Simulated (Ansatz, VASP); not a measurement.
**Ta2Si in VASP and in Ansatz**

File INCAR:

```
SYSTEM = Ta2Si
ALGO = Fast
EDIFF = 1E-6
ENCUT = 520
GGA = PS
ISIF = 2
ISMEAR = 0
LASPH = .TRUE.
LCHARG = .FALSE.
LREAL = .FALSE.
LWAVE = .FALSE.
NBANDS = 64
NELM = 80
PREC = Accurate
SIGMA = 0.1
```

File KPOINTS:

```
k-points
0
G
  6 6 8
  0 0 0
```

File POSCAR:

```
Ta2Si
1.0
    6.1367534380      0.0000000000      0.0000000000
    0.0000000000      6.1367534380      0.0000000000
    0.0000000000      0.0000000000      5.0397987246
Ta Si
8 4
Direct
    0.3369338061      0.1630661939      0.5000000000
    0.8369338061      0.3369338061      0.5000000000
    0.1630661939      0.3369338061      0.0000000000
    0.6630661939      0.1630661939      0.0000000000
    0.8369338061      0.6630661939      0.0000000000
    0.3369338061      0.8369338061      0.0000000000
    0.6630661939      0.8369338061      0.5000000000
    0.1630661939      0.6630661939      0.5000000000
    0.0000000000      0.0000000000      0.2500000000
    0.0000000000      0.0000000000      0.7500000000
    0.5000000000      0.5000000000      0.7500000000
    0.5000000000      0.5000000000      0.2500000000
```

Input for Ansatz:

```yaml
crystal:
  lattice:
    - [6.1367534379, 0.0, 0.0]
    - [0.0, 6.1367534379, 0.0]
    - [0.0, 0.0, 5.0397987254]
  atoms:
    - { symbol: Ta, position: [0.3369338061, 0.1630661939, 0.5] }
    - { symbol: Ta, position: [0.8369338061, 0.3369338061, 0.5] }
    - { symbol: Ta, position: [0.1630661939, 0.3369338061, 0.0] }
    - { symbol: Ta, position: [0.6630661939, 0.1630661939, 0.0] }
    - { symbol: Ta, position: [0.8369338061, 0.6630661939, 0.0] }
    - { symbol: Ta, position: [0.3369338061, 0.8369338061, 0.0] }
    - { symbol: Ta, position: [0.6630661939, 0.8369338061, 0.5] }
    - { symbol: Ta, position: [0.1630661939, 0.6630661939, 0.5] }
    - { symbol: Si, position: [0.0, 0.0, 0.25] }
    - { symbol: Si, position: [0.0, 0.0, 0.75] }
    - { symbol: Si, position: [0.5, 0.5, 0.75] }
    - { symbol: Si, position: [0.5, 0.5, 0.25] }
basis:
  ecutwfc: 420
kpoints:
  mp_grid: { grid: [6, 6, 8] }
hamiltonian:
  xc: pbesol
scf:
  occupations: { method: gaussian, width: 0.1 }
output:
  forces: true
  stress: true
  eigenvalues: true
  write_density: true
  write_potential: true
  elf: true
  volumetric_format: npy
```

Alike in both runs: task single point; functional PBEsol; k mesh 6 × 6 × 8; occupations gaussian, width 0.1 eV; no spin polarisation.

|  | VASP | Ansatz |
| --- | --- | --- |
| version | VASP 6.6.1 | Ansatz 0.2.0 |
| potentials or method | VASP PAW PBE potentials, release 64 (Ta_pv, Si), cutoff 520 eV | scalar-relativistic, plane waves, PAW |
| valence electrons in the cell | 104 | 120 |

VASP gave:

- gap on the k mesh at the Fermi level (eV): none
- pressure (GPa): 0.3
- traceless stress, the component that is largest in VASP (GPa): 0.04
- rms of the force components (eV/Å): 0.005

Estimate Ansatz's values.

gap on the k mesh at the Fermi level (eV): none; pressure (GPa): 0.0; traceless stress, the component that is largest in VASP (GPa): 0.08; rms of the force components (eV/Å): 0.001.

VASP's potentials were made for PBE, not for PBEsol. Atom by atom the forces differ by 0.003 eV/Å (rms over components). A gap of «none» marks a metal or a gap that the smearing closes. VASP's potentials hold 104 valence electrons a cell and Ansatz's 120, so a difference there can come from the potentials and not from the codes.

Neither program's run includes spin-orbit coupling.
